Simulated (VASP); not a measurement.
A run of VASP 6.6.1:

Contents of INCAR:

```
SYSTEM = Be5ZnTe6
  ALGO = Normal
  EDIFF = 1E-7
  ENCUT = 520
  GGA = PE
  ISIF = 2
  ISMEAR = 0
  LASPH = .TRUE.
  LCHARG = .FALSE.
  LREAL = .FALSE.
  LWAVE = .FALSE.
  NBANDS = 41
  NELM = 60
  PREC = Accurate
  SIGMA = 0.1
```

File KPOINTS:

```
k-points
0
G
  4 4 1
  0 0 0
```

Contents of POSCAR:

```
Be5ZnTe6
1.0
    4.0571113000      0.0000000000      0.0000000000
    0.0000000000      4.0571113000      0.0000000000
    0.0000000000      0.0000000000     17.3244513000
Be Zn Te
5 1 6
Direct
    0.0000000000      0.0000000000      0.8237560000
    0.0000000000      0.0000000000      0.1762440000
    0.5000000000      0.5000000000      0.3382530000
    0.0000000000      0.0000000000      0.5000000000
    0.5000000000      0.5000000000      0.6617470000
    0.5000000000      0.5000000000      0.0000000000
    0.5000000000      0.0000000000      0.0963530000
    0.0000000000      0.5000000000      0.2573350000
    0.5000000000      0.0000000000      0.4191360000
    0.0000000000      0.5000000000      0.5808640000
    0.5000000000      0.0000000000      0.7426650000
    0.0000000000      0.5000000000      0.9036470000
```

Potentials or basis: VASP PAW PBE potentials, release 64 (Be, Zn, Te).

Command:

```console
$ cat potpaw_PBE.64/Be/POTCAR potpaw_PBE.64/Zn/POTCAR potpaw_PBE.64/Te/POTCAR > POTCAR
$ mpirun -np 1 vasp_std > vasp.out
```

Hardware: 1 thread of Intel(R) Xeon(R) Platinum 8488C (Sapphire Rapids), on a shared host.

Question: Estimate the wall time of this run.

Answer: It took 68 s on 1 thread of Intel(R) Xeon(R) Platinum 8488C (Sapphire Rapids), on a shared host, peak memory 0.37 GiB. Counts: scf iterations 15, k points 6.
